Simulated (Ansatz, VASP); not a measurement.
## Two plane-wave programs on Al

INCAR

```
SYSTEM = Al
  ALGO = Normal
  EDIFF = 1E-8
  ENCUT = 520
  GGA = CA
  ISIF = 2
  ISMEAR = -1
  LASPH = .True.
  LCHARG = .False.
  LEFG = .True.
  LREAL = .False.
  LWAVE = .False.
  NBANDS = 8
  NELM = 60
  PREC = Accurate
  SIGMA = 0.03
```

File KPOINTS:

```
k-points
0
Gamma
  17 17 17
  0 0 0
```

POSCAR

```
Al
1.0
    0.0000000000      1.9835004000      2.0239800000
    1.9835004000      0.0000000000      2.0239800000
    1.9835004000      1.9835004000      0.0000000000
Al
1
Direct
    0.0000000000      0.0000000000      0.0000000000
```

Input for Ansatz:

```yaml
crystal:
  lattice:
    - [0.0, 1.9835004, 2.02398]
    - [1.9835004, 0.0, 2.02398]
    - [1.9835004, 1.9835004, 0.0]
  atoms:
    - { symbol: Al, position: [0.0, 0.0, 0.0] }
kpoints:
  mp_grid: { grid: [17, 17, 17] }
scf:
  occupations: { method: fermi_dirac, width: 0.03 }
hamiltonian:
  xc: lda
  pseudopotentials: { kind: paw }
output:
  forces: true
  stress: true
  eigenvalues: true
  efg: { contact_densities: true }
  write_density: true
  write_potential: true
  elf: true
  volumetric_format: npy
```

Change from the starting cell: equal xx and yy strain of -2 %, PAW files.

Alike in both runs: task electric field gradients; functional LDA; k mesh 17 × 17 × 17; occupations fermi-dirac, width 0.03 eV; no spin polarisation.

```csv
,VASP,Ansatz
version,VASP 6.6.1,Ansatz 0.2.0
potentials or method,"VASP PAW LDA potentials, release 64 (Al)","PAW with Ansatz's default frozen-core files, scalar-relativistic"
plane-wave cutoff (eV),520,420
valence electrons in the cell,3,3
```

|  | VASP | Ansatz | Ansatz less VASP |
| --- | --- | --- | --- |
| pressure (GPa) | -0.6 | -0.6 | -0.07 |
| traceless stress, the component that is largest in VASP (GPa) | -0.14 | -0.11 | +0.033 |
| size of Vzz on the site where it differs most (V/Å²) | 1.3 | 1.2 | -0.09 |

LDA's correlation is that of Perdew and Zunger in VASP and of Perdew and Wang (1992) in Ansatz.
